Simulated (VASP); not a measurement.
A run of VASP 6.6.1 is set up as follows.

INCAR

```
SYSTEM = Si
PREC = Accurate
ENCUT = 520
EDIFF = 1E-7
ISMEAR = 0
SIGMA = 0.15
LREAL = .FALSE.
LASPH = .TRUE.
NELM = 100
ALGO = Normal
ISIF = 2
LWAVE = .FALSE.
LCHARG = .TRUE.
GGA = CA
LELF = .TRUE.
LVHAR = .TRUE.
NBANDS = 26
```

Contents of KPOINTS:

```
Automatic mesh
0
G
  10 10 8
  0 0 0
```

File POSCAR:

```
Si
1.0
    4.5521371120     -2.4347064072      0.0000000000
    4.5521371120      2.4347064072      0.0000000000
    0.0000000000      0.0000000000      5.8604131989
Si
8
Direct
    0.5000000000      0.5000000000      0.7705063097
    0.5000000000      0.5000000000      0.2294936903
    1.0000000000      0.0000000000      0.2705063097
    0.0000000000      1.0000000000      0.7294936903
    0.7262158285      0.7262158285      0.5000000000
    0.2262158285      0.2262158285      0.0000000000
    0.2737841715      0.2737841715      0.5000000000
    0.7737841715      0.7737841715      0.0000000000
```

Potentials or basis: VASP PAW LDA potentials, release 64 (Si).

Command:

```console
$ cat potpaw_LDA.64/Si/POTCAR > POTCAR
$ mpirun -np 1 vasp_std > vasp.out
```

Task: Estimate the band gap on the k mesh.

Result: Zero (bands 16 and 17 overlap by 3.56 eV).

Task: Estimate the largest force.

Result: 0.150 eV/Å.

Task: Estimate the pressure.

Result: -8.1 GPa.

Stress tensor (GPa, compression positive):
```
 -7.42   0.00   0.00
  0.00  -4.30   0.00
  0.00   0.00 -12.64
```

Caveat: the cell differs from its parent crystal (strain +0.1000 x Voigt [0, 0, 1, 0, 0, 0]); the stress differs along the axes, from -13 to -4 GPa.
